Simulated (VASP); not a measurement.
Input of a VASP 6.6.1 run:

The input INCAR:

```
PREC = Accurate
ENCUT = 520
EDIFF = 1E-7
ISMEAR = 0
SIGMA = 0.1
LREAL = False
LASPH = True
NELM = 150
ALGO = Normal
ISIF = 2
LWAVE = False
LCHARG = True
ISPIN = 2
MAGMOM = 1.83 0.27
LORBIT = 11
LMAXMIX = 4
GGA = PE
LELF = True
LVHAR = True
NBANDS = 19
```

KPOINTS

```
Automatic mesh
0
Gamma
  18 18 18
```

The input POSCAR:

```
IrF
1.0
    2.9645370985      0.0000000000      0.0000000000
    0.0000000000      2.9645370985      0.0000000000
    0.0000000000      0.0000000000      2.9645370985
Ir F
1 1
Direct
    0.0000000000      0.0000000000      0.0000000000
    0.5000000000      0.5000000000      0.5000000000
```

Potentials or basis: VASP PAW PBE potentials, release 64 (Ir, F).

Command:

```console
$ cat potpaw_PBE.64/Ir/POTCAR potpaw_PBE.64/F/POTCAR > POTCAR
$ mpirun -np 1 vasp_std > vasp.out
```

Question: Predict the site moments.

Answer: Ir +1.68; F +0.22 μB.

Question: What does it give for the pressure?

Answer: -0.4 GPa.
